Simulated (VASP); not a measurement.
Input of a VASP 6.6.1 run:

INCAR

```
PREC = Accurate
ENCUT = 520
EDIFF = 1E-6
ISMEAR = 0
SIGMA = 0.1
LREAL = False
LASPH = True
NELM = 100
ALGO = Normal
ISIF = 2
LWAVE = False
LCHARG = True
GGA = CA
LELF = True
LVHAR = True
NBANDS = 26
```

Contents of KPOINTS:

```
regular mesh
0
Gamma
  12 12 12
```

The input POSCAR:

```
LuZn
1.0
    3.3794959647      0.0000000000      0.0000000000
    0.0000000000      3.3794959647      0.0000000000
    0.0000000000      0.0000000000      3.3794959647
Lu Zn
1 1
Direct
    0.0000000000      0.0000000000      0.0000000000
    0.5000000000      0.5000000000      0.5000000000
```

Potentials or basis: VASP PAW PBE potentials, release 64 (Lu, Zn).

Command:

```bash
$ cat potpaw_PBE.64/Lu/POTCAR potpaw_PBE.64/Zn/POTCAR > POTCAR
$ mpirun -np 1 vasp_std > vasp.out
```

Problem. Predict the pressure.

Solution. 0.5 GPa.

Caveat: the PAW data sets were made with another functional, which shifts forces and pressure a little.
